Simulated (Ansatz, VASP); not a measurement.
# One calculation of Cu, two programs

File INCAR:

```
ALGO = Normal
EDIFF = 1E-6
EDIFFG = -0.01
ENCUT = 600
GGA = PE
IBRION = 2
ISIF = 3
ISMEAR = -1
LASPH = T
LCHARG = F
LREAL = F
LWAVE = F
NELM = 80
NSW = 80
PREC = Accurate
SIGMA = 0.1
```

File KPOINTS:

```
k-points
0
Gamma
  15 15 15
```

The input POSCAR:

```
Cu
1.0
   -1.4345978267      1.4345978267      1.4345978267
    1.4345978267     -1.4345978267      1.4345978267
    1.4345978267      1.4345978267     -1.4345978267
Cu
1
Direct
    0.0000000000      0.0000000000      0.0000000000
```

Input for Ansatz:

```yaml
crystal:
  lattice:
    - [-1.4345978267, 1.4345978267, 1.4345978267]
    - [1.4345978267, -1.4345978267, 1.4345978267]
    - [1.4345978267, 1.4345978267, -1.4345978267]
  atoms:
    - { symbol: Cu, position: [0.0, 0.0, 0.0] }
hamiltonian:
  xc: pbe
  pseudopotentials:
    kind: paw
    azcp:
      Cu: "pseudopotentials/Cu.paw.azcp"
basis:
  ecutwfc: 420
  fft_grid_basis: typed
kpoints:
  mp_grid: { grid: [15, 15, 15], shift: [0, 0, 0] }
magnetization:
  spin_polarized: false
scf:
  occupations: { method: fermi_dirac, width: 0.1 }
relax:
  max_steps: 60
  f_tol: 0.01
  cell: {}
```

Alike in both runs: task relaxation of cell and atoms; functional PBE; k mesh 15 × 15 × 15; occupations fermi-dirac, width 0.1 eV; no spin polarisation.

|  | VASP | Ansatz |
| --- | --- | --- |
| version | VASP 6.6.1 | Ansatz 0.2.0 |
| potentials or method | VASP PAW PBE potentials, release 64 (Cu), cutoff 600 eV | plane waves (420 eV) with PAW, scalar-relativistic |
| valence electrons in the cell | 11 | 19 |

VASP gave:

* relaxed volume (Å³/atom): 12.06
* relaxed cell length with the largest relative difference (Å): 2.502

Estimate Ansatz's values.

relaxed volume (Å³/atom): 12.00; relaxed cell length with the largest relative difference (Å): 2.498.

VASP's potentials hold 11 valence electrons a cell and Ansatz's 19, so a difference there can come from the potentials and not from the codes.
